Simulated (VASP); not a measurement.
Wanted: the native input for a VASP 6.6.1 run.

| Item | Value |
| --- | --- |
| Task | single point |
| Functional | PBEsol |
| Potentials or basis | VASP PAW PBE potentials, release 64 (Mo_sv, S) |
| Cutoff | 520 eV |
| k mesh | 12 × 12 × 1 |
| Occupations | gaussian, width 0.02 eV |
| Spin | no spin polarisation |
| Dipole correction | no |
| Further INCAR settings | ALGO = Normal; EDIFF = 1e-07; NBANDS = 64 |

The structure of MoS2 lies in POSCAR:

```
MoS2
1.0
    3.1411316018      0.0000000000      0.0000000000
   -1.5705658009      2.7202997638      0.0000000000
    0.0000000000      0.0000000000     33.0444989382
Mo S
4 8
Direct
    0.6666666667      0.3333333333      0.9048147387
    0.6666666667      0.3333333333      0.2855275342
    0.3333333333      0.6666666667      0.7144724658
    0.3333333333      0.6666666667      0.0951852613
    0.3333333333      0.6666666667      0.9520021273
    0.3333333333      0.6666666667      0.3326773652
    0.6666666667      0.3333333333      0.7616661070
    0.6666666667      0.3333333333      0.1423725623
    0.3333333333      0.6666666667      0.8576274377
    0.3333333333      0.6666666667      0.2383338930
    0.6666666667      0.3333333333      0.6673226348
    0.6666666667      0.3333333333      0.0479978727
```

This cell differs from its parent crystal: volume scaled by 0.97, then relaxed in part.

These files were run (other wordings do the same):

INCAR

```
PREC = Accurate
ENCUT = 520
EDIFF = 1E-7
ISMEAR = 0
SIGMA = 0.02
LREAL = False
LASPH = True
NELM = 60
ALGO = Normal
ISIF = 2
LWAVE = False
LCHARG = False
GGA = PS
NBANDS = 64
```

KPOINTS

```
regular mesh
0
Gamma
  12 12 1
```

Potentials or basis: VASP PAW PBE potentials, release 64 (Mo_sv, S).

Command:

```bash
$ cat potpaw_PBE.64/Mo_sv/POTCAR potpaw_PBE.64/S/POTCAR > POTCAR
$ mpirun -np 1 vasp_std > vasp.out
```

It gave:

The band gap on the k mesh is 1.13 eV, indirect (least direct gap 1.76 eV).

Run time: 8.9 min on 1 thread of Intel(R) Xeon(R) Platinum 8259CL CPU @ 2.50GHz (Skylake/Cascade Lake), on a shared host, peak memory 0.5 GiB.
